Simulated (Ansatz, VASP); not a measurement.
## O: VASP beside Ansatz

The input INCAR:

```
SYSTEM = O
PREC     = Accurate       ! precision mode
ENCUT    = 520            ! plane-wave cutoff, eV
EDIFF    = 1E-8           ! SCF threshold, eV
ISMEAR   = -1             ! smearing method
SIGMA    = 0.03           ! smearing width, eV
LREAL    = .False.        ! projectors in reciprocal space
LASPH    = .True.         ! aspherical terms in the spheres
NELM     = 60             ! most SCF steps
ALGO     = Normal         ! electronic algorithm
ISIF     = 2              ! what is computed and relaxed
LWAVE    = .False.        ! write WAVECAR
LCHARG   = .False.        ! write CHGCAR
GGA      = PE             ! functional
LEFG     = .True.       
NBANDS   = 20             ! bands
```

KPOINTS

```
Automatic mesh
0
Gamma
  13 13 5
  0 0 0
```

POSCAR

```
O
1.0
    2.5609995414      0.0000000000      0.0000000000
   -1.2804997707      2.2178906619      0.0000000000
    0.0000000000      0.0000000000      6.5750000000
O
4
Direct
    0.3333333333      0.6666666667      0.1610000000
    0.6666666667      0.3333333333      0.6610000000
    0.3333333333      0.6666666667      0.3390000000
    0.6666666667      0.3333333333      0.8390000000
```

Input for Ansatz:

```yaml
crystal:
  lattice:
    - [2.5609995414, 0.0, 0.0]
    - [-1.2804997707, 2.2178906619, 0.0]
    - [0.0, 0.0, 6.575]
  atoms:
    - { symbol: O, position: [0.3333333333, 0.6666666667, 0.161] }
    - { symbol: O, position: [0.6666666667, 0.3333333333, 0.661] }
    - { symbol: O, position: [0.3333333333, 0.6666666667, 0.339] }
    - { symbol: O, position: [0.6666666667, 0.3333333333, 0.839] }
kpoints:
  mp_grid: { grid: [13, 13, 5] }
  band_path:
    path:
      - [0.0, 0.0, 0.0]
      - [0.5, 0.0, 0.0]
      - [0.3333333333, 0.3333333333, 0.0]
      - [0.0, 0.0, 0.0]
      - [0.0, 0.0, 0.5]
      - [0.5, 0.0, 0.5]
      - [0.3333333333, 0.3333333333, 0.5]
      - [0.0, 0.0, 0.5]
      - [0.5, 0.0, 0.5]
    npoints: 14
scf:
  occupations: { method: fermi_dirac, width: 0.03 }
hamiltonian:
  xc: pbe
  pseudopotentials: { kind: paw }
output:
  forces: true
  stress: true
  eigenvalues: true
  efg: { contact_densities: true }
  populations: true
  bader: true
  dos: { projected: true, de: 0.2, e_range: [-14, 8] }
  write_density: true
  write_potential: true
  elf: true
  volumetric_format: npy
```

Alike in both runs: task electric field gradients; functional PBE; k mesh 13 × 13 × 5; occupations fermi-dirac, width 0.03 eV; no spin polarisation.

|  | VASP | Ansatz |
| --- | --- | --- |
| version | VASP 6.6.1 | Ansatz 0.2.0 |
| potentials or method | VASP PAW PBE potentials, release 64 (O) | PAW with Ansatz's default frozen-core files, scalar-relativistic |
| plane-wave cutoff (eV) | 520 | 420 |
| valence electrons in the cell | 24 | 24 |

|  | VASP | Ansatz | Ansatz less VASP |
| --- | --- | --- | --- |
| pressure (GPa) | 22.7 | 17.1 | -5.66 |
| traceless stress, the component that is largest in VASP (GPa) | 46.08 | 33.83 | -12.247 |
| rms of the force components (eV/Å) | 2.834 | 1.752 | -1.0824 |
| size of Vzz on the site where it differs most (V/Å²) | 113.7 | 112.9 | -0.83 |

Atom by atom the forces differ by 1.082 eV/Å (rms over components).

Noted on VASP's run: the standard files for N, O and F lose accuracy on very short bonds; spin is off for a triplet molecule.
